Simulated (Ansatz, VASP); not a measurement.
## NaI: VASP beside Ansatz

```
Na I
1.0
     0.00000    3.23640    3.23640
     3.23640    0.00000    3.23640
     3.23640    3.23640    0.00000
Na I
1 1
Direct
  0.00000 0.00000 0.00000
  0.50000 0.50000 0.50000
```

Alike in both runs: task single point; functional PBE; k mesh 7 × 7 × 7; occupations fermi-dirac, width 0.01 eV; non-collinear spin, spin-orbit coupling.

```csv
,VASP,Ansatz
version,VASP 6.6.1,Ansatz 0.2.0
potentials or method,"VASP PAW PBE potentials, release 64 (Na_pv, I), cutoff 520 eV",all-electron LAPW
```

```tsv
	VASP	Ansatz	Ansatz less VASP
pressure (GPa)	0.5	0.5	-0.01
net moment per atom (μB)	0.00	0.00	0.000
```

Ansatz ran all-electron here, and VASP with PAW potentials.
